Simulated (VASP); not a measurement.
# PbS (P-6m2) in VASP: further runs

The runs below take PbS through single point, with PBEsol.

All numbers are computed with VASP 6.6.1; they aren't measurements. Logs are shortened: lines on timing, memory, paths and dates and some standing lists are left out, and cuts for length are marked.

**1. The cell of the first run**

It takes space group P-6m2 (No. 187, hexagonal). Conventional cell: a = 3.962 Å, b = 3.962 Å, c = 4.037 Å, α = 90.00°, β = 90.00°, γ = 120.00°. Within 4.1 Å of Pb (site symmetry -6m2) lie 6 S at 3.05 Å and 8 Pb at 3.96 to 4.04 Å. S (site symmetry -6m2) has 6 Pb at 3.05 Å and 8 S at 3.96 to 4.04 Å within 4.1 Å.

**2. Single point, PBEsol**

The input, INCAR:

```
ALGO = Normal ; EDIFF = 1E-6
ENCUT = 520 ; GGA = PS
ISIF = 2 ; ISMEAR = 0
LASPH = True ; LCHARG = True
LELF = True ; LREAL = False
LVHAR = True ; LWAVE = False
NBANDS = 17 ; NELM = 100
PREC = Accurate ; SIGMA = 0.15
```

The input, KPOINTS:

```
k-points
0
Gamma
  15 15 14
```

The input, POSCAR:

```
PbS
1.0
    3.9618100024      0.0000000000      0.0000000000
   -1.9809050012      3.4310281071      0.0000000000
    0.0000000000      0.0000000000      4.0366792284
Pb S
1 1
Direct
    0.0000000000      0.0000000000      0.0000000000
    0.6666666667      0.3333333333      0.5000000000
```

Potentials or basis: VASP PAW PBE potentials, release 64 (Pb_d, S).

Launch:

```console
> cat potpaw_PBE.64/Pb_d/POTCAR potpaw_PBE.64/S/POTCAR > POTCAR
> mpirun -np 1 vasp_std > vasp.out
```

OUTCAR:

```text
EDIFF = 1E-6
   ENCUT = 520
   GGA = PS
   ISIF = 2
   ISMEAR = 0
   LASPH = True
   LREAL = False
   NELM = 100
   PREC = Accurate

 ion  position               nearest neighbor table
   1  0.000  0.000  0.000-   2 3.05   2 3.05   2 3.05   2 3.05   2 3.05   2 3.05
   2  0.667  0.333  0.500-   1 3.05   1 3.05   1 3.05   1 3.05   1 3.05   1 3.05

  LATTYP: Found a hexagonal cell.
 ALAT       =     3.9618100024
 C/A-ratio  =     1.0188977326

  Lattice vectors:

 A1 = (   3.9618100024,   0.0000000000,   0.0000000000)
 A2 = (  -1.9809050012,   3.4310281071,   0.0000000000)
 A3 = (   0.0000000000,   0.0000000000,   4.0366792284)

Analysis of symmetry for initial positions (statically):
=====================================================================
 Subroutine PRICEL returns:
 Original cell was already a primitive cell.

 Routine SETGRP: Setting up the symmetry group for a
 hexagonal supercell.

 Subroutine GETGRP returns: Found 12 space group operations
 (whereof 12 operations were pure point group operations)
 out of a pool of 24 trial point group operations.

The static configuration has the point symmetry D_3h.

Analysis of symmetry for dynamics (positions and initial velocities):
=====================================================================
 Subroutine PRICEL returns:
 Original cell was already a primitive cell.

 Routine SETGRP: Setting up the symmetry group for a
 hexagonal supercell.

 Subroutine GETGRP returns: Found 12 space group operations
 (whereof 12 operations were pure point group operations)
 out of a pool of 24 trial point group operations.

The dynamic configuration has the point symmetry D_3h.

 Subroutine INISYM returns: Found 12 space group operations
 (whereof 12 operations are pure point group operations),
 and found     1 'primitive' translations

----------------------------------------------------------------------------------------

                                     Primitive cell

  volume of cell :      54.8709

  direct lattice vectors                    reciprocal lattice vectors
     3.961810002  0.000000000  0.000000000     0.252409883  0.145728914  0.000000000
    -1.980905001  3.431028107  0.000000000     0.000000000  0.291457828  0.000000000
     0.000000000  0.000000000  4.036679228     0.000000000  0.000000000  0.247728379

  length of vectors
     3.961810002  3.961810002  4.036679228     0.291457828  0.291457828  0.247728379

  position of ions in fractional coordinates (direct lattice)
     0.000000000  0.000000000  0.000000000
     0.666666667  0.333333333  0.500000000

  ion indices of the primitive-cell ions
   primitive index   ion index
                 1           1
                 2           2

----------------------------------------------------------------------------------------

 KPOINTS: k-points

Automatic generation of k-mesh.
 Grid dimensions read from file:
 generate k-points for:   15   15   14

 Generating k-lattice:

  Cartesian coordinates                     Fractional coordinates (reciprocal lattice)
     0.016827326  0.009715261  0.000000000     0.066666667 -0.000000000  0.000000000
     0.000000000  0.019430522  0.000000000     0.000000000  0.066666667  0.000000000
     0.000000000  0.000000000  0.017694884     0.000000000  0.000000000  0.071428571

  Length of vectors
     0.019430522  0.019430522  0.017694884

  Shift w.r.t. Gamma in fractional coordinates (k-lattice)
     0.000000000  0.000000000  0.000000000

 Subroutine IBZKPT returns following result:
 ===========================================

 Found    216 irreducible k-points:

 Following reciprocal coordinates:
            Coordinates               Weight
  0.000000  0.000000  0.000000      1.000000
  0.066667  0.000000  0.000000      6.000000
  0.133333 -0.000000  0.000000      6.000000
  0.200000 -0.000000  0.000000      6.000000
  0.266667 -0.000000  0.000000      6.000000
  0.333333 -0.000000  0.000000      6.000000
[... 16 lines left out ...]
  0.333333  0.200000  0.000000     12.000000
  0.400000  0.200000  0.000000      6.000000
 [... further k-points ...]
   k-points           NKPTS =    216   k-points in BZ     NKDIM =    216   number of bands    NBANDS=     17
   number of dos      NEDOS =    301   number of ions     NIONS =      2
   total plane-waves  NPLWV =  27000
   dimension x,y,z NGX =    30 NGY =   30 NGZ =   30
   dimension x,y,z NGXF=    60 NGYF=   60 NGZF=   60
   ions per type =               1   1
   NGX,Y,Z   is equivalent  to a cutoff of  12.59, 12.59, 12.36 a.u.
   NGXF,Y,Z  is equivalent  to a cutoff of  25.18, 25.18, 24.71 a.u.
 SYSTEM =  unknown system
   PREC   = accura    normal or accurate (medium, high low for compatibility)
   ISTART =      0    job   : 0-new  1-cont  2-samecut
   ICHARG =      2    charge: 1-file 2-atom 10-const
   ISPIN  =      1    spin polarized calculation?
   LNONCOLLINEAR =      F non collinear calculations
   LSORBIT =      F    spin-orbit coupling
   LASPH  =      T    aspherical Exc in radial PAW
   ENCUT  =  520.0 eV  38.22 Ry    6.18 a.u.   7.37  7.37  7.51*2*pi/ulx,y,z
   NELM   =    100;   NELMIN=  2; NELMDL= -5     # of ELM steps
   EDIFF  = 0.1E-05   stopping-criterion for ELM
   LREAL  =      F    real-space projection
   EDIFFG = 0.1E-04   stopping-criterion for IOM
   NSW    =      0    number of steps for IOM
   IBRION =     -1    ionic relax: 0-MD 1-quasi-New 2-CG
   NFREE  =      0    steps in history (QN), initial steepest desc. (CG)
   ISIF   =      2    stress and relaxation
   ISYM   =      2    0-nonsym 1-usesym 2-fastsym
   POTIM  = 0.5000    time-step for ionic-motion
   TEBEG  =    0.0;   TEEND  =   0.0 temperature during run
   PSTRESS=    0.0 pullay stress
   NELECT =      20.0000    total number of electrons
   NUPDOWN=      -1.0000    fix difference up-down
   EMIN   =  10.00;   EMAX   =-10.00  energy-range for DOS
   EFERMI =   0.00;   METHOD = LEGACY
   ISMEAR =     0;   SIGMA  =   0.15  broadening in eV -4-tet -1-fermi 0-gaus
   EFERMI_NEDOS =   21; number of points for ismear=-14 and -15
   IALGO  =     38    algorithm
   IMIX   =      4    mixing-type and parameters
     AMIX     =   0.40;   BMIX     =  1.00
     AMIX_MAG =   1.60;   BMIX_MAG =  1.00
  volume/ion in A,a.u.               =      27.44       185.14
  Fermi-wavevector in a.u.,A,eV,Ry     =   1.169421  2.209885 18.606576  1.367545
  Thomas-Fermi vector in A             =   2.305894
   LORBIT       =      0    0 simple, 1 ext, 2 COOP (PROOUT), +10 PAW based schemes
   GGA     = PS    functional components
   LHFCALC =     F    Hartree Fock is set to
   AEXX    =    0.0000 exact exchange contribution
   IVDW    =     0    specifies the selected vdW correction
   LEPSILON=     F    determine dielectric tensor
   LRPA    =     F    only Hartree local field effects (RPA)
 non-spin polarized calculation
 Gauss-broadening in eV      SIGMA  =   0.15
  energy-cutoff  :      520.00
  volume of cell :       54.87
 maximum number of plane-waves:      1509
 NGX is ok and might be reduce to    30
   NGX = 15   NGY = 15   NGZ = 15

 number of electron      20.0000005 magnetization

 Free energy of the ion-electron system (eV)
  ---------------------------------------------------
  ext. energy  EPLUGINS =         0.00000000
  ---------------------------------------------------
  free energy    TOTEN  =        -9.10639675 eV

  energy without entropy =       -9.10364707  energy(sigma->0) =       -9.10502191

 E-fermi :   4.8087     XC(G=0):  -9.6773

 val. band max:        4.7932721897   @ k =   0.3333   0.2667   0.0000
 cond. band min:       4.8151223141   @ k =   0.2667   0.2667   0.5000
 fundamental gap:      0.0218501244
 Fermi energy:         4.8086943244

 k-point     1 :       0.0000    0.0000    0.0000
  band No.  band energies     occupation
      1     -11.8393      2.00000
      2     -11.8393      2.00000
      3     -11.7986      2.00000
      4     -11.7098      2.00000
      5     -11.7098      2.00000
      6      -8.0384      2.00000
[... 9 lines left out ...]
     16      15.8200      0.00000
     17      15.9328      0.00000

 k-point     2 :       0.0667    0.0000    0.0000
  band No.  band energies     occupation
      1     -11.8405      2.00000
      2     -11.8357      2.00000
      3     -11.7966      2.00000
      4     -11.7118      2.00000
      5     -11.7102      2.00000
      6      -8.0009      2.00000
[... 9 lines left out ...]
     16      15.4240      0.00000
     17      15.7398      0.00000

 k-point     3 :       0.1333   -0.0000    0.0000
  band No.  band energies     occupation
      1     -11.8440      2.00000
      2     -11.8255      2.00000
      3     -11.7904      2.00000
      4     -11.7174      2.00000
      5     -11.7114      2.00000
      6      -7.8908      2.00000
[... 9 lines left out ...]
     16      14.9611      0.00000
     17      15.5869      0.00000

 k-point     4 :       0.2000   -0.0000    0.0000
  band No.  band energies     occupation
      1     -11.8499      2.00000
      2     -11.8104      2.00000
      3     -11.7809      2.00000
      4     -11.7258      2.00000
      5     -11.7132      2.00000
      6      -7.7160      2.00000
[... 9 lines left out ...]
     16      15.5391      0.00000
     17      15.6694      0.00000
[... 343 lines left out ...]
      1     -11.8454      2.00000
      2     -11.7872      2.00000
      3     -11.7473      2.00000
      4     -11.7471      2.00000
      5     -11.7253      2.00000
      6      -6.9783      2.00000
[... 9 lines left out ...]
     16      13.8153      0.00000
     17      17.4974      0.00000

 k-point    23 :       0.3333    0.2000    0.0000
  band No.  band energies     occupation
      1     -11.8445      2.00000
      2     -11.7795      2.00000
      3     -11.7499      2.00000
      4     -11.7458      2.00000
      5     -11.7280      2.00000
      6      -6.8182      2.00000
[... 9 lines left out ...]
     16      14.1395      0.00000
     17      16.4912      0.00000

 k-point    24 :       0.4000    0.2000    0.0000
  band No.  band energies     occupation
      1     -11.8444      2.00000
      2     -11.7760      2.00000
      3     -11.7509      2.00000
      4     -11.7459      2.00000
      5     -11.7290      2.00000
      6      -6.7573      2.00000
[... 9 lines left out ...]
     16      14.8079      0.00000
     17      15.6816      0.00000

 [... further k-points ...]
[... 5 lines left out ...]
  --------------------------------------------------------------------------------------
  -------------------------------------------------------------------------------------
  Total       -0.6389066     -0.6389066     -3.0449621      0.0000000     -0.0000000     -0.0000000
  in kB      -18.6554537    -18.6554537    -88.9099388      0.0000000     -0.0000000     -0.0000000
  external PRESSURE =     -42.0736154 kB  Pullay stress =       0.0000000 kB

 VOLUME and BASIS-vectors are now :
 -----------------------------------------------------------------------------
  energy-cutoff  :      520.00
  volume of cell :       54.87
      direct lattice vectors                 reciprocal lattice vectors
     3.961810002  0.000000000  0.000000000     0.252409883  0.145728914  0.000000000
    -1.980905001  3.431028107  0.000000000     0.000000000  0.291457828  0.000000000
     0.000000000  0.000000000  4.036679228     0.000000000  0.000000000  0.247728379

 POSITION                                       TOTAL-FORCE (eV/Angst)
 -----------------------------------------------------------------------------------
      0.00000      0.00000      0.00000        -0.000000      0.000000      0.000000
      1.98091      1.14368      2.01834         0.000000     -0.000000      0.000000
 -----------------------------------------------------------------------------------
    total drift:                               -0.000000      0.000000      0.000000

  FREE ENERGIE OF THE ION-ELECTRON SYSTEM (eV)
  ---------------------------------------------------
  free  energy   TOTEN  =        -9.1063967492 eV

  energy  without entropy=       -9.1036470717  energy(sigma->0) =       -9.10502191
```

It took 2.9 min on 1 thread of Intel Xeon 8259CL, shared host; peak memory 0.32 GiB.

Results:

| Item | Value |
| --- | --- |
| Free energy | -9.1064 eV |
| Pressure | -4.2 GPa |
| Band gap on the k mesh | zero (bands 10 and 11 overlap by 0.89 eV) |

Stress tensor (GPa, compression positive):
```
-1.87  0.00  0.00
 0.00 -1.87  0.00
 0.00  0.00 -8.89
```

Levels at points of the mesh, in eV from the Fermi level:
| k point | band 7 | band 8 | band 9 | band 10 | band 11 | band 12 | band 13 | band 14 |
| --- | --- | --- | --- | --- | --- | --- | --- | --- |
| (0.00, 0.00, 0.00) | -6.47 | -2.56 | -1.02 | -1.02 | 4.18 | 4.18 | 5.29 | 6.34 |
| (0.00, 0.00, 0.50) | -9.11 | -0.60 | -0.60 | 0.44 | 1.58 | 4.40 | 4.40 | 8.78 |

Caveat: the cell stands under tension; the PAW data sets were made with another functional, which shifts forces and pressure a little; spin-orbit coupling is left out, which moves the levels of the heavy elements.

(Continued in part 2 of 2.)
